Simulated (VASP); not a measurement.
## C: vibrations by perturbation theory with PBE

The system is C, a slab with vacuum.

```
C
1.0
     2.45623    0.00000    0.00000
    -1.22811    2.12716    0.00000
     0.00000    0.00000   24.13396
C
4
Direct
  0.66667 0.33333 0.57048
  0.33333 0.66667 0.42952
  0.00000 0.00000 0.42953
  0.00000 0.00000 0.57047
```

```json
{"Program": "VASP 6.6.1", "Task": "vibrations by perturbation theory", "Functional": "PBE", "Potentials or basis": "VASP PAW PBE potentials, release 64 (C)", "Cutoff": "520 eV", "k mesh": "10 × 10 × 2", "Occupations": "fermi-dirac, width 0.05 eV", "Spin": "no spin polarisation", "Dipole correction": "no", "Further INCAR settings": "ALGO = Normal; EDIFF = 1e-08; NBANDS = 16; IBRION = 8; NSW = 1"}
```

| Quantity | Value |
| --- | --- |
| Highest phonon frequency at Γ | 1593 cm⁻¹ |

Phonon frequencies in cm⁻¹ (negative: imaginary):
| q point | frequencies |
| --- | --- |
| (0.000, 0.000, 0.000) | 0 0 0 6 6 90 869 870 1591 1591 1593 1593 |

It took 15 min on 1 thread of Intel(R) Xeon(R) Platinum 8259CL CPU @ 2.50GHz (Skylake/Cascade Lake), on a shared host, peak memory 0.54 GiB.

Caveat: the cell stands under pressure or tension, which shifts response properties.
